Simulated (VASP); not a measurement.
# Ge (Im-3m) in VASP: a series of runs, part 2 of 2

VASP 6.6.1.

### Step 4. Relaxation of cell and atoms, PBEsol

This run uses another cell than the first one, of 25.13 Å³/atom, 1.374 times its volume.

INCAR

```
SYSTEM = Ge
PREC = Accurate
ENCUT = 600
EDIFF = 1E-6
ISMEAR = 0
SIGMA = 0.1
LREAL = .False.
LASPH = .True.
NELM = 60
ALGO = Normal
ISIF = 3
LWAVE = .False.
LCHARG = .False.
GGA = PS
IBRION = 2
NSW = 90
EDIFFG = -0.04
```

KPOINTS

```
regular mesh
0
Gamma
  6 6 6
  0 0 0
```

POSCAR

```
Ge
1.0
   -1.8452277143      1.8452277143      1.8452277143
    1.8452277143     -1.8452277143      1.8452277143
    1.8452277143      1.8452277143     -1.8452277143
Ge
1
Direct
    0.0000000000      0.0000000000      0.0000000000
```

Potentials or basis: VASP PAW PBE potentials, release 64 (Ge_d).

On the command line:

```console
$ cat potpaw_PBE.64/Ge_d/POTCAR > POTCAR
$ mpirun -np 1 vasp_std > vasp.out
```

OUTCAR:

```text
SYSTEM = Ge
   PREC = Accurate
   ENCUT = 600
   EDIFF = 1E-6
   ISMEAR = 0
   LREAL = .False.
   LASPH = .True.
   NELM = 60
   ISIF = 3
   GGA = PS
   IBRION = 2
   NSW = 90
   EDIFFG = -0.04

 ion  position               nearest neighbor table
   1  0.000  0.000  0.000-

  LATTYP: Found a body centered cubic cell.
 ALAT       =     3.6904554286

  Lattice vectors:

 A1 = (  -1.8452277143,   1.8452277143,   1.8452277143)
 A2 = (   1.8452277143,  -1.8452277143,   1.8452277143)
 A3 = (   1.8452277143,   1.8452277143,  -1.8452277143)

Analysis of symmetry for initial positions (statically):
=====================================================================
 Subroutine PRICEL returns:
 Original cell was already a primitive cell.

 Routine SETGRP: Setting up the symmetry group for a
 body centered cubic supercell.

 Subroutine GETGRP returns: Found 48 space group operations
 (whereof 48 operations were pure point group operations)
 out of a pool of 48 trial point group operations.

The static configuration has the point symmetry O_h .

Analysis of symmetry for dynamics (positions and initial velocities):
=====================================================================
 Subroutine PRICEL returns:
 Original cell was already a primitive cell.

 Routine SETGRP: Setting up the symmetry group for a
 body centered cubic supercell.

 Subroutine GETGRP returns: Found 48 space group operations
[... 135 lines left out ...]

 Free energy of the ion-electron system (eV)
  ---------------------------------------------------
  ext. energy  EPLUGINS =         0.00000000
  ---------------------------------------------------
  free energy    TOTEN  =        -4.34276306 eV

  energy without entropy =       -4.34118664  energy(sigma->0) =       -4.34197485

 E-fermi :   3.9343     XC(G=0): -10.0793

 val. band max:        3.9342243077   @ k =  -0.3333   0.3333   0.3333
 cond. band min:       4.2904802892   @ k =   0.5000   0.5000   0.3333
 fundamental gap:      0.3562559815
 Fermi energy:         3.9343392522

 k-point     1 :       0.0000    0.0000    0.0000
  band No.  band energies     occupation
      1     -20.7533      2.00000
      2     -20.7533      2.00000
      3     -20.7533      2.00000
      4     -20.7171      2.00000
      5     -20.7171      2.00000
      6      -7.1595      2.00000
      7      10.5006      0.00000
      8      10.5006      0.00000
      9      10.5006      0.00000
     10      16.7602      0.00000
     11      16.9250      0.00000
[... 312 lines left out ...]
--------------------------------------- Ionic step        4  -------------------------------------------

 number of electron      13.9999996 magnetization

 Free energy of the ion-electron system (eV)
  ---------------------------------------------------
  ext. energy  EPLUGINS =         0.00000000
  ---------------------------------------------------
  free energy    TOTEN  =        -4.68896315 eV

  energy without entropy =       -4.68646646  energy(sigma->0) =       -4.68771481

 E-fermi :   7.2121     XC(G=0): -11.5913

 val. band max:        6.4795491341   @ k =   0.5000   0.5000   0.5000
 cond. band min:       7.2597660659   @ k =   0.5000   0.5000   0.3333
 fundamental gap:      0.7802169318
 Fermi energy:         7.2120724383

 k-point     1 :       0.0000    0.0000    0.0000
  band No.  band energies     occupation
      1     -17.6943      2.00000
      2     -17.6943      2.00000
      3     -17.6943      2.00000
      4     -17.5994      2.00000
      5     -17.5994      2.00000
      6      -6.4483      2.00000
      7      16.4462      0.00000
      8      16.4462      0.00000
      9      16.4462      0.00000
     10      22.1740      0.00000
     11      22.1740      0.00000
[... 236 lines left out ...]
  FREE ENERGIE OF THE ION-ELECTRON SYSTEM (eV)
  ---------------------------------------------------
  free  energy   TOTEN  =        -4.6889631523 eV

  energy  without entropy=       -4.6864664637  energy(sigma->0) =       -4.68771481

 reached required accuracy - stopping structural energy minimisation
```

OSZICAR:

```text
N       E                     dE             d eps       ncg     rms          rms(c)
DAV:   1     0.583066148194E+02    0.58307E+02   -0.84015E+03   366   0.352E+03
DAV:   2     0.107012601023E+01   -0.57236E+02   -0.55746E+02   358   0.429E+02
DAV:   3    -0.425232467469E+01   -0.53225E+01   -0.52898E+01   399   0.776E+01
[... 28 lines left out ...]
DAV:   1    -0.470365002287E+01   -0.15396E-01   -0.18687E-01   394   0.115E+01    0.711E-01
DAV:   2    -0.469264224329E+01    0.11008E-01   -0.12281E-02   397   0.295E+00    0.355E-01
DAV:   3    -0.468920416101E+01    0.34381E-02   -0.48805E-03   407   0.161E+00    0.681E-02
DAV:   4    -0.468896300854E+01    0.24115E-03   -0.39638E-04   397   0.519E-01    0.174E-02
DAV:   5    -0.468896315228E+01   -0.14374E-06   -0.43660E-06   378   0.424E-02
   4 F= -.46889632E+01 E0= -.46877148E+01  d E =-.346200E+00
```

Wall time 11 s (1 thread of Intel Xeon 6975P-C (Granite Rapids), shared host); peak memory 0.16 GiB.

Results:

| Quantity | Value |
| --- | --- |
| Free energy | -4.6890 eV |
| Relaxed volume | 18.30 Å³/atom |
| Relaxed cell | a = 2.876 Å, b = 2.876 Å, c = 2.876 Å, α = 109.47°, β = 109.47°, γ = 109.47° |
| Space group after relaxing (to 0.05 Å) | Im-3m (No. 229) |
| Energy gained by relaxing | 346.2 meV/atom |
| Ionic steps | 4 |
| Pressure after relaxing | 0.2 GPa |
| Band gap on the k mesh | zero (band 7 reaches 16.45 eV, above the bottom of band 8 at 3.82 eV) |

The path:
```csv
step,energy change (eV),largest force (eV/Å),pressure (GPa),volume (Å³)
1,0.0000,0.0000,-12.29,25.13
2,-0.3441,0.0000,-2.37,18.75
3,-0.3455,0.0000,0.99,18.12
4,-0.3462,0.0000,0.20,18.30
```

Final structure:
```cif
data_structure
_symmetry_space_group_name_H-M 'P 1'
_symmetry_Int_Tables_number 1
_cell_length_a 2.8755
_cell_length_b 2.8755
_cell_length_c 2.8755
_cell_angle_alpha 109.471
_cell_angle_beta 109.471
_cell_angle_gamma 109.471
_cell_volume 18.30
loop_
_atom_site_label
_atom_site_type_symbol
_atom_site_fract_x
_atom_site_fract_y
_atom_site_fract_z
_atom_site_occupancy
Ge1 Ge 0.00000 0.00000 0.00000 1
```

Levels at points of the mesh, in eV from the Fermi level:
| k point | band 3 | band 4 | band 5 | band 6 | band 7 | band 8 | band 9 | band 10 | band 11 |
| --- | --- | --- | --- | --- | --- | --- | --- | --- | --- |
| (0.00, 0.00, 0.00) | -24.91 | -24.81 | -24.81 | -13.66 | 9.23 | 9.23 | 9.23 | 14.96 | 14.96 |
| (0.50, 0.00, 0.00) | -24.82 | -24.81 | -24.75 | -7.74 | -5.74 | 4.26 | 6.64 | 9.44 | 9.56 |
| (0.50, 0.50, 0.50) | -24.77 | -24.77 | -24.77 | -2.65 | -0.73 | -0.73 | -0.73 | 4.10 | 4.10 |

Caveat: the k points lie up to 0.45 Å⁻¹ apart in the final cell; the volume moved by over 15 % at a fixed basis, so the end points are rough; the PAW data sets were made with another functional, which shifts forces and pressure a little.

### Step 5. Single point, PBEsol

INCAR

```
SYSTEM = Ge
ALGO     = Normal         ! electronic algorithm
EDIFF    = 1E-6           ! SCF threshold, eV
ENCUT    = 520            ! plane-wave cutoff, eV
GGA      = PS             ! functional
ISIF     = 2              ! what is computed and relaxed
ISMEAR   = 0              ! smearing method
LASPH    = .TRUE.         ! aspherical terms in the spheres
LCHARG   = .FALSE.        ! write CHGCAR
LREAL    = .FALSE.        ! projectors in reciprocal space
LWAVE    = .FALSE.        ! write WAVECAR
NBANDS   = 13             ! bands
NELM     = 80             ! most SCF steps
PREC     = Accurate       ! precision mode
SIGMA    = 0.1            ! smearing width, eV
```

KPOINTS

```
k-points
0
G
  24 24 24
  0 0 0
```

POSCAR

```
Ge
1.0
   -1.6599362223      1.6599362223      1.6599362223
    1.6599362223     -1.6599362223      1.6599362223
    1.6599362223      1.6599362223     -1.6599362223
Ge
1
Direct
    0.0000000000      0.0000000000      0.0000000000
```

Potentials or basis: VASP PAW PBE potentials, release 64 (Ge_d).

On the command line:

```console
$ cat potpaw_PBE.64/Ge_d/POTCAR > POTCAR
$ mpirun -np 1 vasp_std > vasp.out
```

OUTCAR:

```text
SYSTEM = Ge
   EDIFF = 1E-6
   ENCUT = 520
   GGA = PS
   ISIF = 2
   ISMEAR = 0
   LASPH = .TRUE.
   LREAL = .FALSE.
   NELM = 80
   PREC = Accurate

 ion  position               nearest neighbor table
   1  0.000  0.000  0.000-

  LATTYP: Found a body centered cubic cell.
 ALAT       =     3.3198724446

  Lattice vectors:

 A1 = (  -1.6599362223,   1.6599362223,   1.6599362223)
 A2 = (   1.6599362223,  -1.6599362223,   1.6599362223)
 A3 = (   1.6599362223,   1.6599362223,  -1.6599362223)

Analysis of symmetry for initial positions (statically):
=====================================================================
 Subroutine PRICEL returns:
 Original cell was already a primitive cell.

 Routine SETGRP: Setting up the symmetry group for a
 body centered cubic supercell.

 Subroutine GETGRP returns: Found 48 space group operations
 (whereof 48 operations were pure point group operations)
 out of a pool of 48 trial point group operations.

The static configuration has the point symmetry O_h .

Analysis of symmetry for dynamics (positions and initial velocities):
=====================================================================
 Subroutine PRICEL returns:
 Original cell was already a primitive cell.

 Routine SETGRP: Setting up the symmetry group for a
 body centered cubic supercell.

 Subroutine GETGRP returns: Found 48 space group operations
 (whereof 48 operations were pure point group operations)
 out of a pool of 48 trial point group operations.

The dynamic configuration has the point symmetry O_h .

 Subroutine INISYM returns: Found 48 space group operations
 (whereof 48 operations are pure point group operations),
 and found     1 'primitive' translations

----------------------------------------------------------------------------------------

                                     Primitive cell

  volume of cell :      18.2951

[... 108 lines left out ...]
  Fermi-wavevector in a.u.,A,eV,Ry     =   1.497406  2.829686 30.507302  2.242223
  Thomas-Fermi vector in A             =   2.609298
   LORBIT       =      0    0 simple, 1 ext, 2 COOP (PROOUT), +10 PAW based schemes
   GGA     = PS    functional components
   LHFCALC =     F    Hartree Fock is set to
   AEXX    =    0.0000 exact exchange contribution
   IVDW    =     0    specifies the selected vdW correction
   LEPSILON=     F    determine dielectric tensor
   LRPA    =     F    only Hartree local field effects (RPA)
 non-spin polarized calculation
 Gauss-broadening in eV      SIGMA  =   0.10
  energy-cutoff  :      520.00
  volume of cell :       18.30
 maximum number of plane-waves:       531
 NGX is ok and might be reduce to    24
   NGX = 11   NGY = 11   NGZ = 11

 number of electron      14.0000012 magnetization

 Free energy of the ion-electron system (eV)
  ---------------------------------------------------
  ext. energy  EPLUGINS =         0.00000000
  ---------------------------------------------------
  free energy    TOTEN  =        -4.65771227 eV

  energy without entropy =       -4.65561893  energy(sigma->0) =       -4.65666560

 E-fermi :   6.9576     XC(G=0): -11.5952

 val. band max:        6.9475490147   @ k =   0.3333   0.2083   0.0000
 cond. band min:       6.9733803425   @ k =  -0.4583   0.4583   0.3750
 fundamental gap:      0.0258313278
 Fermi energy:         6.9575720454

 k-point     1 :       0.0000    0.0000    0.0000
  band No.  band energies     occupation
      1     -17.6987      2.00000
      2     -17.6987      2.00000
      3     -17.6987      2.00000
      4     -17.6037      2.00000
      5     -17.6037      2.00000
      6      -6.4490      2.00000
      7      16.4525      0.00000
      8      16.4525      0.00000
      9      16.4525      0.00000
     10      22.1811      0.00000
     11      22.1811      0.00000
     12      22.1811      0.00000
     13      24.0883      0.00000
[... 354 lines left out ...]
  band No.  band energies     occupation
      1     -17.7312      2.00000
      2     -17.6925      2.00000
      3     -17.6091      2.00000
      4     -17.6070      2.00000
      5     -17.5482      2.00000
      6      -0.6375      2.00000
      7       1.6694      2.00000
      8      11.2131      0.00000
      9      13.5009      0.00000
     10      16.8218      0.00000
     11      17.3950      0.00000
     12      26.3091      0.00000
     13      28.2586      0.00000

 [... further k-points ...]
[... 5 lines left out ...]
  --------------------------------------------------------------------------------------
  -------------------------------------------------------------------------------------
  Total       -0.0087507     -0.0087507     -0.0087507      0.0000000     -0.0000000     -0.0000000
  in kB       -0.7663338     -0.7663338     -0.7663338      0.0000000     -0.0000000     -0.0000000
  external PRESSURE =      -0.7663338 kB  Pullay stress =       0.0000000 kB

 VOLUME and BASIS-vectors are now :
 -----------------------------------------------------------------------------
  energy-cutoff  :      520.00
  volume of cell :       18.30
      direct lattice vectors                 reciprocal lattice vectors
    -1.659936222  1.659936222  1.659936222     0.000000000  0.301216392  0.301216392
     1.659936222 -1.659936222  1.659936222     0.301216392  0.000000000  0.301216392
     1.659936222  1.659936222 -1.659936222     0.301216392  0.301216392  0.000000000

 POSITION                                       TOTAL-FORCE (eV/Angst)
 -----------------------------------------------------------------------------------
      0.00000      0.00000      0.00000         0.000000      0.000000      0.000000
 -----------------------------------------------------------------------------------
    total drift:                                0.000000      0.000000      0.000000

  FREE ENERGIE OF THE ION-ELECTRON SYSTEM (eV)
  ---------------------------------------------------
  free  energy   TOTEN  =        -4.6577122734 eV

  energy  without entropy=       -4.6556189282  energy(sigma->0) =       -4.65666560
```

OSZICAR:

```text
N       E                     dE             d eps       ncg     rms          rms(c)
DAV:   1     0.616481905984E+02    0.61648E+02   -0.70523E+03 11895   0.297E+03
DAV:   2     0.619083389539E+00   -0.61029E+02   -0.58360E+02 11436   0.422E+02
DAV:   3    -0.461312419092E+01   -0.52322E+01   -0.52064E+01 12341   0.697E+01
DAV:   4    -0.467880968749E+01   -0.65685E-01   -0.65677E-01 12368   0.843E+00
DAV:   5    -0.467941259042E+01   -0.60290E-03   -0.60290E-03 12489   0.889E-01    0.122E+00
DAV:   6    -0.466368944576E+01    0.15723E-01   -0.12500E-02 13528   0.250E+00    0.647E-01
DAV:   7    -0.465800419529E+01    0.56853E-02   -0.64127E-03 13343   0.140E+00    0.796E-02
DAV:   8    -0.465770692875E+01    0.29727E-03   -0.53395E-04 13173   0.541E-01    0.254E-02
DAV:   9    -0.465771170047E+01   -0.47717E-05   -0.60243E-06 12188   0.255E-02    0.566E-03
DAV:  10    -0.465771227344E+01   -0.57297E-06   -0.13088E-07  8614   0.724E-03
   1 F= -.46577123E+01 E0= -.46566656E+01  d E =-.209335E-02
```

stdout:

```text
POSCAR found type information on POSCAR Ge
 POSCAR found :  1 types and       1 ions
 scaLAPACK will be used
 -----------------------------------------------------------------------------
|                                                                             |
|                                                                             |
|     You enforced a specific xc type in the INCAR file but a different       |
|     I HOPE YOU KNOW WHAT YOU ARE DOING!                                     |
|                                                                             |
 -----------------------------------------------------------------------------

 LDA part: xc-table for (Slater+PW92), standard interpolation
 POSCAR, INCAR and KPOINTS ok, starting setup
 FFT: planning ... GRIDC
 FFT: planning ... GRID_SOFT
 FFT: planning ... GRID
 WAVECAR not read
 entering main loop
```

Run time: 25 s. Hardware: 1 thread of Intel Xeon 6975P-C (Granite Rapids), shared host; peak memory 0.21 GiB.

Results:

| Item | Value |
| --- | --- |
| Free energy | -4.6577 eV |
| Pressure | -0.1 GPa |
| Band gap on the k mesh | zero (band 7 reaches 16.45 eV, above the bottom of band 8 at 3.83 eV) |

Caveat: the PAW data sets were made with another functional, which shifts forces and pressure a little.

### Step 6. Relaxation of cell and atoms, PBEsol

INCAR

```
PREC = Accurate
ENCUT = 600
EDIFF = 1E-7
ISMEAR = 0
SIGMA = 0.1
LREAL = False
LASPH = True
NELM = 60
ALGO = Normal
ISIF = 3
LWAVE = False
LCHARG = False
GGA = PS
IBRION = 2
NSW = 100
EDIFFG = -0.01
```

KPOINTS

```
Automatic mesh
0
Gamma
  24 24 24
```

POSCAR is that of step 5.

Potentials or basis: VASP PAW PBE potentials, release 64 (Ge_d).

On the command line:

```console
$ cat potpaw_PBE.64/Ge_d/POTCAR > POTCAR
$ mpirun -np 1 vasp_std > vasp.out
```

Wall time 24 s (1 thread of Intel Xeon 6975P-C (Granite Rapids), shared host); peak memory 0.22 GiB.

It converged, with:

| Quantity | Value |
| --- | --- |
| Free energy | -4.6578 eV |
| Pressure after relaxing | 0.1 GPa |
| Band gap on the k mesh | zero (band 7 reaches 16.45 eV, above the bottom of band 8 at 3.83 eV) |

Final structure:
```
Ge
1.0
    -1.65994    1.65994    1.65994
     1.65994   -1.65994    1.65994
     1.65994    1.65994   -1.65994
Ge
1
Cartesian
  0.0000 0.0000 0.0000
```

Levels at points of the mesh, in eV from the Fermi level:
```csv
k point,band 3,band 4,band 5,band 6,band 7,band 8,band 9,band 10,band 11
"(0.00, 0.00, 0.00)",-24.66,-24.56,-24.56,-13.41,9.49,9.49,9.49,15.22,15.22
"(0.50, 0.00, 0.00)",-24.57,-24.56,-24.50,-7.49,-5.49,4.52,6.90,9.70,9.82
"(0.50, 0.50, 0.50)",-24.52,-24.52,-24.52,-2.39,-0.48,-0.48,-0.48,4.36,4.36
```

Caveat: the relaxation stopped at its first step, so nothing moved; the PAW data sets were made with another functional, which shifts forces and pressure a little.

### Step 7. Summary

```tsv
task	cell	k mesh	cutoff (eV)	gap on the mesh (eV)	pressure (GPa)
single point	a = 2.875 Å, angles 109.5°, 1 atom	6 × 6 × 6	520	none	0.2
single point	a = 3.196 Å, angles 109.5°, 1 atom	8 × 8 × 8	520	none	-11.3
relaxation of cell and atoms	relaxed from a = 3.196 Å, angles 109.5°, 1 atom	6 × 6 × 6	600	none	0.2
single point	a = 2.875 Å, angles 109.5°, 1 atom	24 × 24 × 24	520	none	-0.1
relaxation of cell and atoms	relaxed from a = 2.875 Å, angles 109.5°, 1 atom	24 × 24 × 24	600	none	0.1
```

Alike in all rows: level PBEsol; potentials or basis VASP PAW PBE potentials, release 64 (Ge_d); no spin polarisation; smearing gaussian 0.1 eV.

Caveats: some runs use coarse meshes; the PAW data sets were made with another functional, which shifts forces and pressure a little; the volume moved by over 15 % at a fixed basis, so the end points are rough (some runs); the relaxation stopped at its first step, so nothing moved (some runs).

Absolute energies hang on the potentials; compare differences alone.
